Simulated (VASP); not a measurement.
# W2AuN3 (R-3m) in VASP: single point with PBE

Aim: the single point of W2AuN3 with PBE.

Everything below comes from runs of VASP 6.6.1. Logs are shortened: lines on timing, memory, paths and dates and some standing lists are left out, and cuts for length are marked.

### Step 1. The cell of the first run

Symmetry: R-3m, No. 166, trigonal system. The conventional cell has a = 5.270 Å, b = 5.270 Å, c = 9.305 Å, α = 90.00°, β = 90.00°, γ = 120.00°. Within 2.7 Å of W (site symmetry 3m) lie 3 N at 2.05 Å. Within 3.1 Å of Au (site symmetry -3m) lie 6 N at 2.17 Å and 8 W at 2.93 to 3.05 Å. Within 2.7 Å of N (site symmetry 2/m) lie 2 W at 2.05 Å and 2 Au at 2.17 Å and 4 N at 2.63 Å.

The cell was generated, and may not be a known phase.

### Step 2. Single point, PBE

The input, INCAR:

```
PREC = Accurate ; ENCUT = 700
EDIFF = 1E-6 ; ISMEAR = 0
SIGMA = 0.15 ; LREAL = False
LASPH = True ; NELM = 120
ALGO = Normal ; ISIF = 2
LWAVE = False ; LCHARG = False
GGA = PE ; NBANDS = 40
GGA_COMPAT = False
```

The input, KPOINTS:

```
regular mesh
0
Gamma
  3 3 3
```

The input, POSCAR:

```
W2AuN3
1.0
    2.6348286113      1.5212190080      3.1017606945
   -2.6348286113      1.5212190080      3.1017606945
    0.0000000000     -3.0424380160      3.1017606945
W Au N
2 1 3
Direct
    0.6854236343      0.6854236343      0.6854236343
    0.3145763657      0.3145763657      0.3145763657
    0.0000000000      0.0000000000      0.0000000000
    0.0000000000      0.5000000000      0.0000000000
    0.5000000000      0.0000000000      0.0000000000
    0.0000000000      0.0000000000      0.5000000000
```

Potentials or basis: VASP PAW PBE potentials, release 64 (W_sv, Au_sv_GW, N).

Started as:

```bash
$ cat potpaw_PBE.64/W_sv/POTCAR potpaw_PBE.64/Au_sv_GW/POTCAR potpaw_PBE.64/N/POTCAR > POTCAR
$ mpirun -np 1 vasp_std > vasp.out
```

OUTCAR:

```text
PREC = Accurate
   ENCUT = 700
   EDIFF = 1E-6
   ISMEAR = 0
   LREAL = False
   LASPH = True
   NELM = 120
   ISIF = 2
   GGA = PE

 ion  position               nearest neighbor table
   1  0.685  0.685  0.685-   6 2.05   5 2.05   4 2.05   3 2.93   3 3.05   3 3.05   3 3.05   2 3.06
                             2 3.06   2 3.06   2 3.45
   2  0.315  0.315  0.315-   6 2.05   5 2.05   4 2.05   3 2.93   3 3.05   3 3.05   3 3.05   1 3.06
                             1 3.06   1 3.06   1 3.45
   3  0.000  0.000  0.000-   6 2.17   6 2.17   4 2.17   5 2.17   4 2.17   5 2.17   1 2.93   2 2.93
                             2 3.05   1 3.05   2 3.05   1 3.05   2 3.05   1 3.05
   4  0.000  0.500  0.000-   1 2.05   2 2.05   3 2.17   3 2.17
   5  0.500  0.000  0.000-   1 2.05   2 2.05   3 2.17   3 2.17
   6  0.000  0.000  0.500-   1 2.05   2 2.05   3 2.17   3 2.17

  LATTYP: Found a trigonal (rhomboedric) cell.
 ALAT       =     4.3448070713
 COS(alpha) =     0.2644812575

  Lattice vectors:

 A1 = (   2.6348286113,   1.5212190080,   3.1017606945)
 A2 = (  -2.6348286113,   1.5212190080,   3.1017606945)
 A3 = (   0.0000000000,  -3.0424380160,   3.1017606945)

Analysis of symmetry for initial positions (statically):
=====================================================================
 Subroutine PRICEL returns:
 Original cell was already a primitive cell.

 Routine SETGRP: Setting up the symmetry group for a
 trigonal (rhombohedral) supercell.

 Subroutine GETGRP returns: Found 12 space group operations
 (whereof 12 operations were pure point group operations)
 out of a pool of 12 trial point group operations.

The static configuration has the point symmetry D_3d.

Analysis of symmetry for dynamics (positions and initial velocities):
=====================================================================
 Subroutine PRICEL returns:
 Original cell was already a primitive cell.

 Routine SETGRP: Setting up the symmetry group for a
 trigonal (rhombohedral) supercell.

 Subroutine GETGRP returns: Found 12 space group operations
 (whereof 12 operations were pure point group operations)
 out of a pool of 12 trial point group operations.

The dynamic configuration has the point symmetry D_3d.

 Subroutine INISYM returns: Found 12 space group operations
 (whereof 12 operations are pure point group operations),
 and found     1 'primitive' translations

----------------------------------------------------------------------------------------

[... 85 lines left out ...]
   IBRION =     -1    ionic relax: 0-MD 1-quasi-New 2-CG
   NFREE  =      0    steps in history (QN), initial steepest desc. (CG)
   ISIF   =      2    stress and relaxation
   ISYM   =      2    0-nonsym 1-usesym 2-fastsym
   POTIM  = 0.5000    time-step for ionic-motion
   TEBEG  =    0.0;   TEEND  =   0.0 temperature during run
   PSTRESS=    0.0 pullay stress
   NELECT =      62.0000    total number of electrons
   NUPDOWN=      -1.0000    fix difference up-down
   EMIN   =  10.00;   EMAX   =-10.00  energy-range for DOS
   EFERMI =   0.00;   METHOD = LEGACY
   ISMEAR =     0;   SIGMA  =   0.15  broadening in eV -4-tet -1-fermi 0-gaus
   EFERMI_NEDOS =   21; number of points for ismear=-14 and -15
   IALGO  =     38    algorithm
   IMIX   =      4    mixing-type and parameters
     AMIX     =   0.40;   BMIX     =  1.00
     AMIX_MAG =   1.60;   BMIX_MAG =  1.00
  volume/ion in A,a.u.               =      12.43        83.90
  Fermi-wavevector in a.u.,A,eV,Ry     =   1.539232  2.908727 32.235415  2.369236
  Thomas-Fermi vector in A             =   2.645489
   LORBIT       =      0    0 simple, 1 ext, 2 COOP (PROOUT), +10 PAW based schemes
   GGA     = PE    functional components
   LHFCALC =     F    Hartree Fock is set to
   AEXX    =    0.0000 exact exchange contribution
   IVDW    =     0    specifies the selected vdW correction
   LEPSILON=     F    determine dielectric tensor
   LRPA    =     F    only Hartree local field effects (RPA)
 non-spin polarized calculation
 Gauss-broadening in eV      SIGMA  =   0.15
  energy-cutoff  :      700.00
  volume of cell :       74.59
 maximum number of plane-waves:      3151
 NGX is ok and might be reduce to    40
   NGX = 19   NGY = 19   NGZ = 19

 number of electron      62.0000000 magnetization

 Free energy of the ion-electron system (eV)
  ---------------------------------------------------
  ext. energy  EPLUGINS =         0.00000000
  ---------------------------------------------------
  free energy    TOTEN  =       -45.71950554 eV

  energy without entropy =      -45.71433674  energy(sigma->0) =      -45.71692114

 E-fermi :   9.2611     XC(G=0): -12.7308

 val. band max:        9.0520586019   @ k =   0.3333   0.3333  -0.0000
 cond. band min:       9.4155161372   @ k =   0.3333   0.3333   0.3333
 fundamental gap:      0.3634575353
 Fermi energy:         9.2610528332

 k-point     1 :       0.0000    0.0000    0.0000
  band No.  band energies     occupation
      1     -98.3803      2.00000
      2     -65.8137      2.00000
      3     -65.7925      2.00000
      4     -49.8390      2.00000
      5     -49.6367      2.00000
      6     -49.6367      2.00000
[... 247 lines left out ...]
     39      12.6438      0.00000
     40      13.7293      0.00000

------------------------ aborting loop because EDIFF is reached ----------------------------------------

  FORCE on cell =-STRESS in cart. coord.  units (eV):
  Direction    XX          YY          ZZ          XY          YZ          ZX
  --------------------------------------------------------------------------------------
  -------------------------------------------------------------------------------------
  Total        0.2214846      0.2214846      0.3128626      0.0000000     -0.0000000      0.0000000
  in kB        4.7571890      4.7571890      6.7198660      0.0000000     -0.0000000      0.0000000
  external PRESSURE =       5.4114146 kB  Pullay stress =       0.0000000 kB

 VOLUME and BASIS-vectors are now :
 -----------------------------------------------------------------------------
  energy-cutoff  :      700.00
  volume of cell :       74.59
      direct lattice vectors                 reciprocal lattice vectors
     2.634828611  1.521219008  3.101760694     0.189765664  0.109561257  0.107465845
    -2.634828611  1.521219008  3.101760694    -0.189765664  0.109561257  0.107465845
     0.000000000 -3.042438016  3.101760694     0.000000000 -0.219122514  0.107465845

 POSITION                                       TOTAL-FORCE (eV/Angst)
 -----------------------------------------------------------------------------------
      0.00000      0.00000      6.37806         0.000000     -0.000000     -0.095407
      0.00000      0.00000      2.92722         0.000000      0.000000      0.095407
      0.00000      0.00000      0.00000         0.000000      0.000000      0.000000
     -1.31741      0.76061      1.55088         0.000000      0.000000      0.000000
      1.31741      0.76061      1.55088         0.000000      0.000000     -0.000000
      0.00000     -1.52122      1.55088        -0.000000      0.000000      0.000000
 -----------------------------------------------------------------------------------
    total drift:                               -0.000000     -0.000000      0.000000

  FREE ENERGIE OF THE ION-ELECTRON SYSTEM (eV)
  ---------------------------------------------------
  free  energy   TOTEN  =       -45.7195055355 eV

  energy  without entropy=      -45.7143367384  energy(sigma->0) =      -45.71692114
```

Run time: 39 s. Hardware: 1 thread of Intel Xeon Platinum 8375C at 2.90GHz (Ice Lake), shared host; peak memory 0.27 GiB.

What came out:

```yaml
Free_energy: -45.7195 eV
Pressure: 0.5 GPa
Largest_force: 0.095 eV/Å
Band_gap_on_the_k_mesh: zero (bands 31 and 32 overlap by 1.70 eV)
```

Forces on the atoms (eV/Å):
```
W    0.000  0.000 -0.095
W    0.000  0.000  0.095
Au   0.000  0.000  0.000
N    0.000  0.000  0.000
N    0.000  0.000  0.000
N    0.000  0.000  0.000
```

Stress tensor (GPa, compression positive):
```
0.48 0.00 0.00
0.00 0.48 0.00
0.00 0.00 0.67
```

Levels at points of the mesh, in eV from the Fermi level:
```csv
k point,band 29,band 30,band 31,band 32,band 33,band 34
"(0.00, 0.00, 0.00)",-1.57,-1.57,-1.54,-1.34,-0.85,1.78
```

Caveat: the k points lie up to 0.51 Å⁻¹ apart, too coarse for converged energies and pressures of a metal; spin-orbit coupling is left out, which moves the levels of the heavy elements.

The gap in the log of VASP goes by the Fermi energy; the results here count the filled bands.